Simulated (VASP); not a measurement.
# PrBe3Si in VASP: notebook

Runs on PrBe3Si. Level: PBE. Tasks: single point.

All numbers are computed with VASP 6.6.1; they aren't measurements. Logs are shortened: lines on timing, memory, paths and dates and some standing lists are left out, and cuts for length are marked.

### 1 The cell of the first run

Symmetry: I4mm, No. 107, tetragonal system. The conventional cell has a = 3.942 Å, b = 3.942 Å, c = 9.458 Å, α = 90.00°, β = 90.00°, γ = 90.00°. Within 4.0 Å of Pr (site symmetry 4mm) lie 13 Be at 3.03 to 3.55 Å and 5 Si at 3.03 to 3.54 Å and 4 Pr at 3.94 Å. Be (site symmetry 4mm) has 4 Be at 2.27 Å and 1 Si at 2.37 Å and 4 Pr at 3.03 Å within 3.1 Å. Be (site symmetry 2mm) has 6 Be at 2.27 to 2.79 Å and 2 Si at 2.32 Å and 4 Pr at 3.04 to 3.12 Å within 3.2 Å. Si (site symmetry 4mm) has 5 Be at 2.32 to 2.37 Å and 4 Pr at 3.03 Å within 3.1 Å.

### 2 Single point, PBE

Contents of INCAR:

```
SYSTEM = PrBe3Si
PREC     = Accurate       ! precision mode
ENCUT    = 600            ! plane-wave cutoff, eV
EDIFF    = 1E-6           ! SCF threshold, eV
ISMEAR   = 0              ! smearing method
SIGMA    = 0.2            ! smearing width, eV
LREAL    = .FALSE.        ! projectors in reciprocal space
LASPH    = .TRUE.         ! aspherical terms in the spheres
NELM     = 200            ! most SCF steps
ALGO     = Normal         ! electronic algorithm
ISIF     = 2              ! what is computed and relaxed
LWAVE    = .FALSE.        ! write WAVECAR
LCHARG   = .FALSE.        ! write CHGCAR
GGA      = PE             ! functional
NBANDS   = 32             ! bands
GGA_COMPAT= .FALSE.      
LMAXMIX  = 6              ! l up to which the mixer works
```

Contents of KPOINTS:

```
Automatic mesh
0
G
  4 4 4
  0 0 0
```

Contents of POSCAR:

```
PrBe3Si
1.0
    1.9710989376     -1.9710989376     -4.7292393061
    1.9710989376     -1.9710989376      4.7292393061
   -3.9421978752     -3.9421978752      0.0000000000
Pr Be Si
2 6 2
Direct
    0.9794149737      0.0205850263      1.0000000000
    0.4794149737      0.5205850263      0.5000000000
    0.1043894150      0.8956105850      0.5000000000
    0.6043894150      0.3956105850      1.0000000000
    0.9736140975      0.5263859025      0.7500000000
    0.4736140975      0.0263859025      0.2500000000
    0.4736140975      0.0263859025      0.7500000000
    0.9736140975      0.5263859025      0.2500000000
    0.3539674061      0.6460325939      1.0000000000
    0.8539674061      0.1460325939      0.5000000000
```

Potentials or basis: VASP PAW PBE potentials, release 64 (Pr_3, Be, Si), 4f in core.

Launch:

```
> cat potpaw_PBE.64/Pr_3/POTCAR potpaw_PBE.64/Be/POTCAR potpaw_PBE.64/Si/POTCAR > POTCAR
> mpirun -np 1 vasp_std > vasp.out
```

OUTCAR:

```text
SYSTEM = PrBe3Si
   PREC = Accurate
   ENCUT = 600
   EDIFF = 1E-6
   ISMEAR = 0
   LREAL = .FALSE.
   LASPH = .TRUE.
   NELM = 200
   ISIF = 2
   GGA = PE

 ion  position               nearest neighbor table
   1  0.979  0.021  0.000-   4 3.03   3 3.03   3 3.03   4 3.03   9 3.03  10 3.03  10 3.03   9 3.03
                             6 3.04   7 3.04   8 3.04   5 3.04   8 3.12   6 3.12   7 3.12   5 3.12
   2  0.479  0.521  0.500-   3 3.03   4 3.03   4 3.03   3 3.03  10 3.03   9 3.03   9 3.03  10 3.03
                             6 3.04   7 3.04   8 3.04   5 3.04   7 3.12   5 3.12   8 3.12   6 3.12
   3  0.104  0.896  0.500-   5 2.27   6 2.27   7 2.27   8 2.27  10 2.37   1 3.03   2 3.03   1 3.03
                             2 3.03
   4  0.604  0.396  0.000-   5 2.27   6 2.27   7 2.27   8 2.27   9 2.37   2 3.03   1 3.03   2 3.03
                             1 3.03
   5  0.974  0.526  0.750-   3 2.27   4 2.27   9 2.32  10 2.32   1 3.04   2 3.04   2 3.12   1 3.12
[... 7 lines left out ...]
   9  0.354  0.646  0.000-   5 2.32   6 2.32   7 2.32   8 2.32   4 2.37   2 3.03   1 3.03   2 3.03
                             1 3.03
  10  0.854  0.146  0.500-   5 2.32   6 2.32   7 2.32   8 2.32   3 2.37   1 3.03   2 3.03   1 3.03
                             2 3.03

  LATTYP: Found a base centered orthorhombic cell.
 ALAT       =     5.5751097007
 B/A-ratio  =     1.6965547083
 C/A-ratio  =     1.0000000000

  Lattice vectors:

 A1 = (   1.9710989376,  -1.9710989376,  -4.7292393061)
 A2 = (   1.9710989376,  -1.9710989376,   4.7292393061)
 A3 = (  -3.9421978752,  -3.9421978752,   0.0000000000)

Analysis of symmetry for initial positions (statically):
=====================================================================
 Subroutine PRICEL returns following result:

  LATTYP: Found a body centered tetragonal cell.
 ALAT       =     3.9421978752
 C/A-ratio  =     2.3992906778

  Lattice vectors:

 A1 = (   1.9710989376,   1.9710989376,   4.7292393061)
 A2 = (  -1.9710989376,  -1.9710989376,   4.7292393061)
 A3 = (   1.9710989376,  -1.9710989376,  -4.7292393061)

   2 primitive cells build up your supercell.

 Routine SETGRP: Setting up the symmetry group for a
 base centered orthorhombic supercell.

 Subroutine GETGRP returns: Found  4 space group operations
 (whereof  4 operations were pure point group operations)
 out of a pool of  8 trial point group operations.

The static configuration has the point symmetry C_2v.

Analysis of symmetry for dynamics (positions and initial velocities):
=====================================================================
 Subroutine PRICEL returns following result:

  LATTYP: Found a body centered tetragonal cell.
[... 132 lines left out ...]
   NUPDOWN=      -1.0000    fix difference up-down
   EMIN   =  10.00;   EMAX   =-10.00  energy-range for DOS
   EFERMI =   0.00;   METHOD = LEGACY
   ISMEAR =     0;   SIGMA  =   0.20  broadening in eV -4-tet -1-fermi 0-gaus
   EFERMI_NEDOS =   21; number of points for ismear=-14 and -15
   IALGO  =     38    algorithm
   IMIX   =      4    mixing-type and parameters
     AMIX     =   0.40;   BMIX     =  1.00
     AMIX_MAG =   1.60;   BMIX_MAG =  1.00
  volume/ion in A,a.u.               =      14.70        99.20
  Fermi-wavevector in a.u.,A,eV,Ry     =   1.078264  2.037624 15.818866  1.162654
  Thomas-Fermi vector in A             =   2.214198
   LORBIT       =      0    0 simple, 1 ext, 2 COOP (PROOUT), +10 PAW based schemes
   GGA     = PE    functional components
   LHFCALC =     F    Hartree Fock is set to
   AEXX    =    0.0000 exact exchange contribution
   IVDW    =     0    specifies the selected vdW correction
   LEPSILON=     F    determine dielectric tensor
   LRPA    =     F    only Hartree local field effects (RPA)
 non-spin polarized calculation
 Gauss-broadening in eV      SIGMA  =   0.20
  energy-cutoff  :      600.00
  volume of cell :      146.99
 maximum number of plane-waves:      4944
 NGX is ok and might be reduce to    48
   NGX = 21   NGY = 21   NGZ = 23

 number of electron      42.0000000 magnetization

 Free energy of the ion-electron system (eV)
  ---------------------------------------------------
  ext. energy  EPLUGINS =         0.00000000
  ---------------------------------------------------
  free energy    TOTEN  =       -45.24633005 eV

  energy without entropy =      -45.17572828  energy(sigma->0) =      -45.21102916

 E-fermi :   5.3326     XC(G=0): -10.3754

 val. band max:        5.3126174924   @ k =   0.5000   0.5000   0.5000
 cond. band min:       5.3582601825   @ k =   0.5000   0.5000   0.2500
 fundamental gap:      0.0456426901
 Fermi energy:         5.3325528379

 k-point     1 :       0.0000    0.0000    0.0000
  band No.  band energies     occupation
      1     -29.9935      2.00000
      2     -29.9427      2.00000
      3     -12.2987      2.00000
      4     -12.2896      2.00000
      5     -12.1997      2.00000
      6     -12.1002      2.00000
[... 724 lines left out ...]
     31      10.7126      0.00000
     32      10.7128      0.00000

------------------------ aborting loop because EDIFF is reached ----------------------------------------

  FORCE on cell =-STRESS in cart. coord.  units (eV):
  Direction    XX          YY          ZZ          XY          YZ          ZX
  --------------------------------------------------------------------------------------
  -------------------------------------------------------------------------------------
  Total       -0.0425796     -0.0425796      0.6900983     -0.1661480      0.0000000      0.0000000
  in kB       -0.4641027     -0.4641027      7.5218280     -1.8109543      0.0000000      0.0000000
  external PRESSURE =       2.1978742 kB  Pullay stress =       0.0000000 kB

 VOLUME and BASIS-vectors are now :
 -----------------------------------------------------------------------------
  energy-cutoff  :      600.00
  volume of cell :      146.99
      direct lattice vectors                 reciprocal lattice vectors
     1.971098938 -1.971098938 -4.729239306     0.126832801 -0.126832801 -0.105725248
     1.971098938 -1.971098938  4.729239306     0.126832801 -0.126832801  0.105725248
    -3.942197875 -3.942197875  0.000000000    -0.126832801 -0.126832801  0.000000000

 POSITION                                       TOTAL-FORCE (eV/Angst)
 -----------------------------------------------------------------------------------
      1.97110     -1.97110     -4.53454        -0.000000     -0.000000      0.016231
      0.00000     -3.94220      0.19470        -0.000000     -0.000000      0.016231
      0.00000     -3.94220      3.74187         0.000000      0.000000      0.064784
      1.97110     -1.97110     -0.98737        -0.000000     -0.000000      0.064784
      0.00000     -5.91330     -2.11505         0.000000      0.000000     -0.004706
      0.00000     -1.97110     -2.11505         0.000000      0.000000     -0.004706
     -1.97110     -3.94220     -2.11505        -0.000000     -0.000000     -0.004706
      1.97110     -3.94220     -2.11505         0.000000      0.000000     -0.004706
      1.97110     -1.97110      1.38125        -0.000000     -0.000000     -0.071603
      0.00000     -3.94220     -3.34799         0.000000      0.000000     -0.071603
 -----------------------------------------------------------------------------------
    total drift:                                0.000000      0.000000      0.000485

  FREE ENERGIE OF THE ION-ELECTRON SYSTEM (eV)
  ---------------------------------------------------
  free  energy   TOTEN  =       -45.2463300510 eV

  energy  without entropy=      -45.1757282763  energy(sigma->0) =      -45.21102916
```

stdout:

```text
POSCAR found type information on POSCAR PrBeSi
 POSCAR found :  3 types and      10 ions
 scaLAPACK will be used
 LDA part: xc-table for (Slater+PW92), standard interpolation
 POSCAR, INCAR and KPOINTS ok, starting setup
 FFT: planning ... GRIDC
 FFT: planning ... GRID_SOFT
 FFT: planning ... GRID
 WAVECAR not read
 entering main loop
```

Wall time 75 s (1 thread of AMD EPYC 9R45 (Zen 5), shared host); peak memory 0.35 GiB.

What came out:

```yaml
Free_energy: -45.2463 eV
Pressure: 0.2 GPa
Largest_force: 0.072 eV/Å
Band_gap_on_the_k_mesh: zero (bands 21 and 22 overlap by 1.48 eV)
```

Forces on the atoms (eV/Å):
```
Pr   0.000  0.000  0.016
Pr   0.000  0.000  0.016
Be   0.000  0.000  0.065
Be   0.000  0.000  0.065
Be   0.000  0.000 -0.005
Be   0.000  0.000 -0.005
Be   0.000  0.000 -0.005
Be   0.000  0.000 -0.005
Si   0.000  0.000 -0.072
Si   0.000  0.000 -0.072
```

Levels at points of the mesh, in eV from the Fermi level:
```
           k point  band 18  band 19  band 20  band 21  band 22  band 23  band 24  band 25
(0.00, 0.00, 0.00)    -2.37    -1.75    -0.98    -0.97     1.60     1.60     2.18     2.87
(0.50, 0.00, 0.00)    -1.86    -0.93    -0.93    -0.51    -0.51     2.21     2.21     2.76
(0.50, 0.50, 0.00)    -1.75    -1.19    -0.97     0.36     1.15     1.58     1.58     3.34
(0.00, 0.00, 0.50)    -1.93    -1.04    -1.04    -0.87    -0.87     3.43     3.43     3.60
(0.50, 0.00, 0.50)    -1.74     0.05     0.05     0.61     0.61     0.63     0.63     1.64
(0.50, 0.50, 0.50)    -0.80    -0.74    -0.74    -0.02    -0.02     1.80     1.80     1.86
```

Caveat: spin-orbit coupling is left out, which moves the levels of the heavy elements; the 4f electrons are frozen in the core, so they carry no moment and show no levels. Spin polarisation is off, so any magnetic state and its effect on volume and gap are missing.

(Part 1 of 2 ends here.)

The gap in the log of VASP goes by the Fermi energy; the results here count the filled bands.